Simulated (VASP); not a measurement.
# Ti: relaxation of cell and atoms with PBEsol

The system is Ti.

```xyz
2
Lattice="2.8733 0.0000 0.0000 -1.4366 2.4883 0.0000 0.0000 0.0000 4.5480" Properties=species:S:1:pos:R:3 pbc="T T T"
Ti    0.0000    1.6589    1.1370
Ti    1.4366    0.8294    3.4110
```

- Program: VASP 6.6.1
- Task: relaxation of cell and atoms
- Functional: PBEsol
- Potentials or basis: VASP PAW PBE potentials, release 64 (Ti_sv)
- Cutoff: 600 eV
- k mesh: 18 × 18 × 10
- Occupations: gaussian, width 0.1 eV
- Spin: no spin polarisation
- Target pressure: 3 GPa
- Dipole correction: no
- Further INCAR settings: ALGO = Fast; EDIFF = 1e-06; IBRION = 2; EDIFFG = -0.008; NSW = 70; ISIF = 3

The relaxed volume is 16.28 Å³/atom. The relaxed cell is a = 2.874 Å, b = 2.874 Å, c = 4.551 Å, α = 90.00°, β = 90.00°, γ = 120.00° and the space group after relaxing (to 0.05 Å) is P6_3/mmc (No. 194). The energy change on relaxing (the enthalpy is what falls) is -0.5 meV/atom and the ionic steps are 23. The pressure after relaxing is 3.0 GPa. The band gap on the k mesh is zero (band 12 reaches 9.71 eV, above the bottom of band 13 at 8.59 eV).

The path:
```csv
step,energy change (eV),largest force (eV/Å),pressure (GPa),volume (Å³)
1,0.0000,0.0000,2.89,32.52
2,0.0011,0.0000,3.30,32.46
3,0.0003,0.0000,3.32,32.50
4,0.0001,0.0000,3.27,32.51
5,0.0000,0.0000,3.19,32.51
6,0.0000,0.0000,3.24,32.52
7,0.0000,0.0000,3.23,32.52
8,0.0000,0.0000,3.22,32.52
9,0.0000,0.0000,3.22,32.52
10,0.0000,0.0000,3.21,32.52
11,0.0000,0.0000,3.21,32.52
12,0.0000,0.0000,3.21,32.52
13,0.0000,0.0000,3.21,32.52
14,0.0000,0.0000,3.21,32.52
15,0.0000,0.0000,3.21,32.52
16,0.0000,0.0000,3.21,32.52
17,0.0000,0.0000,3.21,32.52
18,0.0000,0.0000,3.21,32.52
19,0.0000,0.0000,3.21,32.52
20,-0.0005,0.0000,3.18,32.54
21,-0.0019,0.0000,2.85,32.62
22,-0.0013,0.0000,2.86,32.58
23,-0.0009,0.0000,2.96,32.56
```

Final structure:
```cif
data_structure
_symmetry_space_group_name_H-M 'P 1'
_symmetry_Int_Tables_number 1
_cell_length_a 2.8744
_cell_length_b 2.8744
_cell_length_c 4.5509
_cell_angle_alpha 90.000
_cell_angle_beta 90.000
_cell_angle_gamma 120.000
_cell_volume 32.56
loop_
_atom_site_label
_atom_site_type_symbol
_atom_site_fract_x
_atom_site_fract_y
_atom_site_fract_z
_atom_site_occupancy
Ti1 Ti 0.33333 0.66667 0.25000 1
Ti2 Ti 0.66667 0.33333 0.75000 1
```

Levels at points of the mesh, in eV from the Fermi level:
| k point | band 10 | band 11 | band 12 | band 13 | band 14 | band 15 |
| --- | --- | --- | --- | --- | --- | --- |
| (0.00, 0.00, 0.00) | -2.87 | 0.80 | 0.80 | 0.93 | 0.97 | 1.35 |
| (0.50, 0.00, 0.00) | -2.37 | -2.03 | -0.55 | 0.47 | 0.68 | 1.27 |
| (0.00, 0.00, 0.50) | -4.42 | 0.08 | 0.08 | 0.69 | 0.69 | 0.69 |
| (0.50, 0.00, 0.50) | -2.74 | -0.90 | -0.90 | 1.51 | 1.51 | 1.84 |

Wall time 6.8 min on 1 thread of Intel(R) Xeon(R) 6975P-C (Granite Rapids) (shared host), peak memory 0.26 GiB.

Caveat: the cell is relaxed towards a set pressure, so the enthalpy falls and the energy may rise; the PAW data sets were made with another functional, which shifts forces and pressure a little.
